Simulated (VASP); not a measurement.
# Sr3Sc (I4/mmm) in VASP: notebook

Sr3Sc is run at these levels: r2SCAN, PBE; tasks: single point.

Everything below comes from runs of VASP 6.6.1. Logs are shortened: lines on timing, memory, paths and dates and some standing lists are left out, and cuts for length are marked.

## 1. The cell of the first run

Symmetry: I4/mmm, No. 139, tetragonal system. The conventional cell has a = 5.563 Å, b = 5.563 Å, c = 11.573 Å, α = 90.00°, β = 90.00°, γ = 90.00°. Sr (site symmetry 4/mmm) has 4 Sc at 3.93 Å and 8 Sr at 4.01 Å within 5.2 Å. Sr (site symmetry -4m2) has 8 Sr at 3.93 to 4.01 Å and 4 Sc at 4.01 Å within 5.2 Å. Sc (site symmetry 4/mmm) has 12 Sr at 3.93 to 4.01 Å within 5.2 Å.

## 2. Single point, r2SCAN

POSCAR reads:

```
Sr3Sc
1.0
   -2.7813170000      2.7813170000      5.7867300000
    2.7813170000     -2.7813170000      5.7867300000
    2.7813170000      2.7813170000     -5.7867300000
Sr Sc
3 1
Direct
    0.5000000000      0.5000000000      0.0000000000
    0.2500000000      0.7500000000      0.5000000000
    0.7500000000      0.2500000000      0.5000000000
    0.0000000000      0.0000000000      0.0000000000
```

INCAR.step1 reads:

```
PREC     = Accurate       # precision mode
ENCUT    = 520            # plane-wave cutoff, eV
ISMEAR   = -1             # smearing method
SIGMA    = 0.05           # smearing width, eV
LREAL    = F              # projectors in reciprocal space
LASPH    = T              # aspherical terms in the spheres
NELM     = 80             # most SCF steps
NBANDS   = 28             # bands
GGA      = PE             # functional
ALGO     = Normal         # electronic algorithm
EDIFF    = 1E-4           # SCF threshold, eV
LWAVE    = T              # write WAVECAR
LCHARG   = F              # write CHGCAR
```

INCAR.step2 reads:

```
PREC     = Accurate       # precision mode
ENCUT    = 520            # plane-wave cutoff, eV
EDIFF    = 1E-7           # SCF threshold, eV
ISMEAR   = -1             # smearing method
SIGMA    = 0.05           # smearing width, eV
LREAL    = F              # projectors in reciprocal space
LASPH    = T              # aspherical terms in the spheres
NELM     = 80             # most SCF steps
ALGO     = Normal         # electronic algorithm
ISIF     = 2              # what is computed and relaxed
LWAVE    = F              # write WAVECAR
LCHARG   = T              # write CHGCAR
METAGGA  = R2SCAN         # meta-GGA
LMIXTAU  = T            
LELF     = T              # ELF
LVHAR    = T            
NBANDS   = 28             # bands
ISTART   = 1
```

KPOINTS reads:

```
Automatic mesh
0
Gamma
  6 6 6
```

Potentials or basis: VASP PAW PBE potentials, release 64 (Sr_sv, Sc_sv).

Command:

```
> cat potpaw_PBE.64/Sr_sv/POTCAR potpaw_PBE.64/Sc_sv/POTCAR > POTCAR
> cp INCAR.step1 INCAR
> mpirun -np 1 vasp_std > vasp.out
> cp INCAR.step2 INCAR
> mpirun -np 1 vasp_std > vasp.out
```

OUTCAR:

```text
PREC = Accurate
   ENCUT = 520
   EDIFF = 1E-7
   ISMEAR = -1
   LREAL = F
   LASPH = T
   NELM = 80
   ISIF = 2
   METAGGA = R2SCAN
   ISTART = 1

 ion  position               nearest neighbor table
   1  0.500  0.500  0.000-   4 3.93   4 3.93   4 3.93   4 3.93   3 4.01   2 4.01   3 4.01   2 4.01
                             2 4.01   2 4.01   3 4.01   3 4.01
   2  0.250  0.750  0.500-   3 3.93   3 3.93   3 3.93   3 3.93   4 4.01   1 4.01   4 4.01   1 4.01
                             4 4.01   4 4.01   1 4.01   1 4.01
   3  0.750  0.250  0.500-   2 3.93   2 3.93   2 3.93   2 3.93   4 4.01   1 4.01   4 4.01   1 4.01
                             1 4.01   1 4.01   4 4.01   4 4.01
   4  0.000  0.000  0.000-   1 3.93   1 3.93   1 3.93   1 3.93   3 4.01   2 4.01   3 4.01   2 4.01
                             3 4.01   3 4.01   2 4.01   2 4.01

  LATTYP: Found a body centered tetragonal cell.
 ALAT       =     5.5626340000
 C/A-ratio  =     2.0805719017

  Lattice vectors:

 A1 = (  -2.7813170000,   2.7813170000,   5.7867300000)
 A2 = (   2.7813170000,  -2.7813170000,   5.7867300000)
 A3 = (   2.7813170000,   2.7813170000,  -5.7867300000)

Analysis of symmetry for initial positions (statically):
=====================================================================
 Subroutine PRICEL returns:
 Original cell was already a primitive cell.

 Routine SETGRP: Setting up the symmetry group for a
 body centered tetragonal supercell.

 Subroutine GETGRP returns: Found 16 space group operations
 (whereof 16 operations were pure point group operations)
 out of a pool of 16 trial point group operations.

The static configuration has the point symmetry D_4h.

Analysis of symmetry for dynamics (positions and initial velocities):
=====================================================================
 Subroutine PRICEL returns:
 Original cell was already a primitive cell.

 Routine SETGRP: Setting up the symmetry group for a
 body centered tetragonal supercell.

 Subroutine GETGRP returns: Found 16 space group operations
 (whereof 16 operations were pure point group operations)
 out of a pool of 16 trial point group operations.

The dynamic configuration has the point symmetry D_4h.

 Subroutine INISYM returns: Found 16 space group operations
 (whereof 16 operations are pure point group operations),
 and found     1 'primitive' translations
[... 95 lines left out ...]
   LSORBIT =      F    spin-orbit coupling
   LASPH  =      T    aspherical Exc in radial PAW
   ENCUT  =  520.0 eV  38.22 Ry    6.18 a.u.  13.01 13.01 13.01*2*pi/ulx,y,z
   NELM   =     80;   NELMIN=  2; NELMDL=  0     # of ELM steps
   EDIFF  = 0.1E-06   stopping-criterion for ELM
   LREAL  =      F    real-space projection
   EDIFFG = 0.1E-05   stopping-criterion for IOM
   NSW    =      0    number of steps for IOM
   IBRION =     -1    ionic relax: 0-MD 1-quasi-New 2-CG
   NFREE  =      0    steps in history (QN), initial steepest desc. (CG)
   ISIF   =      2    stress and relaxation
   ISYM   =      2    0-nonsym 1-usesym 2-fastsym
   POTIM  = 0.5000    time-step for ionic-motion
   TEBEG  =    0.0;   TEEND  =   0.0 temperature during run
   PSTRESS=    0.0 pullay stress
   NELECT =      41.0000    total number of electrons
   NUPDOWN=      -1.0000    fix difference up-down
   EMIN   =  10.00;   EMAX   =-10.00  energy-range for DOS
   EFERMI =   0.00;   METHOD = LEGACY
   ISMEAR =    -1;   SIGMA  =   0.05  broadening in eV -4-tet -1-fermi 0-gaus
   EFERMI_NEDOS =   21; number of points for ismear=-14 and -15
   IALGO  =     38    algorithm
   IMIX   =      4    mixing-type and parameters
     AMIX     =   0.40;   BMIX     =  1.00
     AMIX_MAG =   1.60;   BMIX_MAG =  1.00
  volume/ion in A,a.u.               =      44.76       302.09
  Fermi-wavevector in a.u.,A,eV,Ry     =   1.001547  1.892650 13.647958  1.003097
  Thomas-Fermi vector in A             =   2.133976
   LORBIT       =      0    0 simple, 1 ext, 2 COOP (PROOUT), +10 PAW based schemes
   METAGGA = R2SCAN    functional components
   LHFCALC =     F    Hartree Fock is set to
   AEXX    =    0.0000 exact exchange contribution
   IVDW    =     0    specifies the selected vdW correction
   LEPSILON=     F    determine dielectric tensor
   LRPA    =     F    only Hartree local field effects (RPA)
 non-spin polarized calculation
  energy-cutoff  :      520.00
  volume of cell :      179.06
 maximum number of plane-waves:      4858
 NGX is ok and might be reduce to    54
   NGX = 27   NGY = 27   NGZ = 27

 number of electron      41.0000002 magnetization

 Free energy of the ion-electron system (eV)
  ---------------------------------------------------
  ext. energy  EPLUGINS =         0.00000000
  ---------------------------------------------------
  free energy    TOTEN  =       -55.42152269 eV

  energy without entropy =      -55.35618796  energy(sigma->0) =      -55.38885533

 E-fermi :   2.0515     XC(G=0):  -8.4198

 val. band max:        2.0429037351   @ k =   0.1667   0.1667   0.1667
 cond. band min:       2.0518921363   @ k =   0.3333   0.1667   0.1667
 fundamental gap:      0.0089884011
 Fermi energy:         2.0514613950

 k-point     1 :       0.0000    0.0000    0.0000
  band No.  band energies     occupation
      1     -50.9966      2.00000
      2     -35.5443      2.00000
      3     -35.5075      2.00000
      4     -35.4880      2.00000
      5     -28.6181      2.00000
      6     -28.6181      2.00000
[... 733 lines left out ...]
     27       3.7329      0.00000
     28       3.9441      0.00000

 [... further k-points ...]

------------------------ aborting loop because EDIFF is reached ----------------------------------------

  FORCE on cell =-STRESS in cart. coord.  units (eV):
  Direction    XX          YY          ZZ          XY          YZ          ZX
  --------------------------------------------------------------------------------------
  -------------------------------------------------------------------------------------
  Total        0.6469294      0.6469294      0.3154806      0.0000000      0.0000000      0.0000000
  in kB        5.7885968      5.7885968      2.8228579      0.0000000      0.0000000      0.0000000
  external PRESSURE =       4.8000171 kB  Pullay stress =       0.0000000 kB

 VOLUME and BASIS-vectors are now :
 -----------------------------------------------------------------------------
  energy-cutoff  :      520.00
  volume of cell :      179.06
      direct lattice vectors                 reciprocal lattice vectors
    -2.781317000  2.781317000  5.786730000     0.000000000  0.179770950  0.086404584
     2.781317000 -2.781317000  5.786730000     0.179770950  0.000000000  0.086404584
     2.781317000  2.781317000 -5.786730000     0.179770950  0.179770950  0.000000000

 POSITION                                       TOTAL-FORCE (eV/Angst)
 -----------------------------------------------------------------------------------
      0.00000      0.00000      5.78673        -0.000000     -0.000000      0.000000
      2.78132     -0.00000      2.89337        -0.000000      0.000000     -0.000000
     -0.00000      2.78132      2.89337         0.000000     -0.000000     -0.000000
      0.00000      0.00000      0.00000        -0.000000     -0.000000      0.000000
 -----------------------------------------------------------------------------------
    total drift:                                0.000000      0.000000      0.000000

  FREE ENERGIE OF THE ION-ELECTRON SYSTEM (eV)
  ---------------------------------------------------
  free  energy   TOTEN  =       -55.4215226934 eV

  energy  without entropy=      -55.3561879588  energy(sigma->0) =      -55.38885533
```

OUTCAR.step1:

```text
PREC = Accurate
   ENCUT = 520
   ISMEAR = -1
   LREAL = F
   LASPH = T
[... 976 lines left out ...]
      0.00000      0.00000      5.78673         0.000000     -0.000000     -0.000000
      2.78132     -0.00000      2.89337        -0.000000      0.000000     -0.000000
     -0.00000      2.78132      2.89337        -0.000000     -0.000000      0.000000
      0.00000      0.00000      0.00000         0.000000     -0.000000     -0.000000
 -----------------------------------------------------------------------------------
    total drift:                                0.000000      0.000000      0.000000

  FREE ENERGIE OF THE ION-ELECTRON SYSTEM (eV)
  ---------------------------------------------------
  free  energy   TOTEN  =       -10.0252300066 eV

  energy  without entropy=       -9.9409331477  energy(sigma->0) =       -9.98308158
```

Wall time 38 min (1 thread of Intel Xeon 8259CL, shared host); peak memory 0.51 GiB.

What came out:

| Item | Value |
| --- | --- |
| Free energy | -55.4215 eV |
| Pressure | 0.5 GPa |
| Band gap on the k mesh | zero (an odd number of electrons rules out a gap without spin polarisation) |

Stress tensor (GPa, compression positive):
```
0.58 0.00 0.00
0.00 0.58 0.00
0.00 0.00 0.28
```

Levels at points of the mesh, in eV from the Fermi level:
```tsv
k point	band 16	band 17	band 18	band 19	band 20	band 21	band 22	band 23	band 24	band 25
(0.00, 0.00, 0.00)	-18.84	-4.19	-0.94	-0.29	-0.21	0.09	0.38	0.38	0.64	0.64
(0.50, 0.00, 0.00)	-18.84	-2.52	-2.25	-0.55	-0.44	0.13	0.45	0.45	0.68	0.73
(0.50, 0.50, 0.00)	-18.82	-1.85	-1.37	-1.10	-1.04	-0.03	0.10	0.35	0.54	0.92
(0.50, 0.50, 0.50)	-18.86	-2.94	-2.64	-0.92	-0.80	0.01	0.01	0.43	1.09	1.39
```

Caveat: the PAW data sets were made with another functional, which shifts forces and pressure a little.

[end of part 1 of 2]
